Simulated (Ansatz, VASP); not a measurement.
# Two plane-wave programs on MnSn3

```xyz
4
Lattice="0.0000 3.5962 3.5962 3.5962 0.0000 3.5962 3.5962 3.5962 0.0000" Properties=species:S:1:pos:R:3 pbc="T T T"
Sn    1.7981    1.7981    1.7981
Sn    5.3943    5.3943    5.3943
Sn    3.5962    3.5962    3.5962
Mn    0.0000    0.0000    0.0000
```

Alike in both runs: task single point; functional PBEsol; k mesh 10 × 10 × 10; occupations gaussian, width 0.1 eV; collinear spin.

```csv
,VASP,Ansatz
version,VASP 6.6.1,Ansatz 0.2.0
potentials or method,"VASP PAW PBE potentials, release 64 (Sn_d, Mn_pv), cutoff 520 eV","scalar-relativistic, plane waves, PAW"
valence electrons in the cell,55,57
```

|  | VASP | Ansatz | Ansatz less VASP |
| --- | --- | --- | --- |
| gap on the k mesh at the Fermi level (eV) | none | none | - |
| pressure (GPa) | -0.1 | 0.0 | +0.06 |
| net moment per atom (μB) | 0.96 | 0.96 | +0.001 |
| size of the moment on the site where the two differ most (μB) | 3.83 | 3.98 | +0.146 |

VASP's potentials were made for PBE, not for PBEsol. Site moments also hang on the region over which each program counts them. A gap of «none» marks a metal or a gap that the smearing closes. With one functional, cell and mesh, what is left measures potentials, basis and numerics. VASP's potentials hold 55 valence electrons a cell and Ansatz's 57, so a difference there can come from the potentials and not from the codes.
